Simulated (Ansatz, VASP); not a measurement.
Two plane-wave programs on Hf

Contents of INCAR:

```
SYSTEM = Hf
PREC     = Accurate       ! precision mode
ENCUT    = 520            ! plane-wave cutoff, eV
EDIFF    = 1E-6           ! SCF threshold, eV
ISMEAR   = 0              ! smearing method
SIGMA    = 0.1            ! smearing width, eV
LREAL    = .FALSE.        ! projectors in reciprocal space
LASPH    = .TRUE.         ! aspherical terms in the spheres
NELM     = 100            ! most SCF steps
ALGO     = Fast           ! electronic algorithm
ISIF     = 2              ! what is computed and relaxed
LWAVE    = .FALSE.        ! write WAVECAR
LCHARG   = .FALSE.        ! write CHGCAR
GGA      = PE             ! functional
NBANDS   = 22             ! bands
```

The input KPOINTS:

```
Automatic mesh
0
G
  4 4 4
  0 0 0
```

File POSCAR:

```
Hf
1.0
    4.1943404700      0.0000000000      0.0000000000
    0.0000000000      4.1943404700      0.0000000000
    0.0000000000      0.0000000000      4.1943404700
Hf
3
Direct
    0.0000000000      0.5000000000      0.5000000000
    0.5000000000      0.0000000000      0.5000000000
    0.5000000000      0.5000000000      0.0000000000
```

Input for Ansatz:

```yaml
crystal:
  lattice:
    - [4.19434047, 0.0, 0.0]
    - [0.0, 4.19434047, 0.0]
    - [0.0, 0.0, 4.19434047]
  atoms:
    - { symbol: Hf, position: [0.0, 0.5, 0.5] }
    - { symbol: Hf, position: [0.5, 0.0, 0.5] }
    - { symbol: Hf, position: [0.5, 0.5, 0.0] }
basis:
  ecutwfc: 420
kpoints:
  mp_grid: { grid: [4, 4, 4] }
hamiltonian:
  xc: pbe
scf:
  occupations: { method: gaussian, width: 0.1 }
  lower_state_search: "off"
output:
  forces: true
  stress: true
  eigenvalues: true
```

Alike in both runs: task single point; functional PBE; k mesh 4 × 4 × 4; occupations gaussian, width 0.1 eV; no spin polarisation.

```csv
,VASP,Ansatz
version,VASP 6.6.1,Ansatz 0.2.0
potentials or method,"VASP PAW PBE potentials, release 64 (Hf_pv), cutoff 520 eV","scalar-relativistic, plane waves, PAW"
valence electrons in the cell,30,78
```

```tsv
	VASP	Ansatz	Ansatz less VASP
gap on the k mesh at the Fermi level (eV)	none	none	-
pressure (GPa)	4.2	4.5	+0.31
```

A gap of «none» marks a metal or a gap that the smearing closes. VASP's potentials hold 30 valence electrons a cell and Ansatz's 78, so a difference there can come from the potentials and not from the codes.

The k mesh is coarse, so the values compare programs but aren't converged. Spin-orbit coupling is off throughout.
